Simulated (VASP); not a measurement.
Write the native input for VASP 6.6.1 that does the following.

```
Task                   : single point
Functional             : PBE
Potentials or basis    : VASP PAW PBE potentials, release 64 (Hf_pv, H)
Cutoff                 : 520 eV
k mesh                 : 4 × 4 × 4
Occupations            : gaussian, width 0.1 eV
Spin                   : no spin polarisation
Dipole correction      : no
Further INCAR settings : ALGO = Normal; EDIFF = 1e-07; NBANDS = 17
```

The structure of HfH6 lies in POSCAR:

```
HfH6
1.0
    3.3436760862      0.0000000000      0.0000000000
    0.0000000000      3.3436760862      0.0000000000
    0.0000000000      0.0000000000      3.3436760862
Hf H
1 6
Direct
    0.0000000000      0.0000000000      0.0000000000
    0.1625916208      0.5000000000      0.5000000000
    0.5000000000      0.1625916208      0.5000000000
    0.8374083792      0.5000000000      0.5000000000
    0.5000000000      0.8374083792      0.5000000000
    0.5000000000      0.5000000000      0.1625916208
    0.5000000000      0.5000000000      0.8374083792
```

These files were run (other wordings do the same):

INCAR

```
PREC = Accurate ; ENCUT = 520
EDIFF = 1E-7 ; ISMEAR = 0
SIGMA = 0.1 ; LREAL = F
LASPH = T ; NELM = 80
ALGO = Normal ; ISIF = 2
LWAVE = F ; LCHARG = F
GGA = PE ; NBANDS = 17
```

KPOINTS

```
regular mesh
0
Gamma
  4 4 4
```

Potentials or basis: VASP PAW PBE potentials, release 64 (Hf_pv, H).

The run is started by

```sh
$ cat potpaw_PBE.64/Hf_pv/POTCAR potpaw_PBE.64/H/POTCAR > POTCAR
$ mpirun -np 1 vasp_std > vasp.out
```

It gave:

```
Pressure               : -1.2 GPa
Largest force          : 0.013 eV/Å
Band gap on the k mesh : zero (band 8 reaches 7.77 eV, above the bottom of band 9 at 4.02 eV)
```

Caveat: the k points lie up to 0.47 Å⁻¹ apart; spin-orbit coupling is left out, which moves the levels of the heavy elements.

Wall time 5.3 s on 1 thread of Intel(R) Xeon(R) 6975P-C (Granite Rapids), with other jobs on the host, peak memory 0.15 GiB.
